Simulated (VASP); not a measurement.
The system is LiH.

```xyz
2
Lattice="0.0000 1.9985 1.9985 1.9985 0.0000 1.9985 1.9985 1.9985 0.0000" Properties=species:S:1:pos:R:3 pbc="T T T"
Li    0.0000    0.0000    0.0000
H     1.9985    1.9985    1.9985
```

Program: VASP 6.6.1. Alike in all runs: task single point; potentials or basis VASP PAW PBE potentials, release 64 (Li_sv, H); no spin polarisation; cell as given; cutoff (eV) 520; smearing gaussian 0.01 eV.

**Question.** Order these runs on this cell by their band gap on the k mesh, lowest first.
A. level PBE0; k mesh 6 × 6 × 6; grid for exact exchange (PRECFOCK) Normal
B. level PBE-based screened hybrid; k mesh 6 × 6 × 6; grid for exact exchange (PRECFOCK) Normal; screening parameter 0.3 1/Å; share of exact exchange 1
C. level HSE06; k mesh 6 × 6 × 6; grid for exact exchange (PRECFOCK) Normal; screening parameter 0.2079 1/Å
D. level r2SCAN; k mesh 8 × 8 × 8
E. level PBE; k mesh 8 × 8 × 8

**Answer.** E (2.97 eV), D (3.58 eV), C (3.97 eV), A (4.70 eV), B (6.40 eV).

Caveats: some runs use coarse meshes.

A k mesh can miss the band edges.
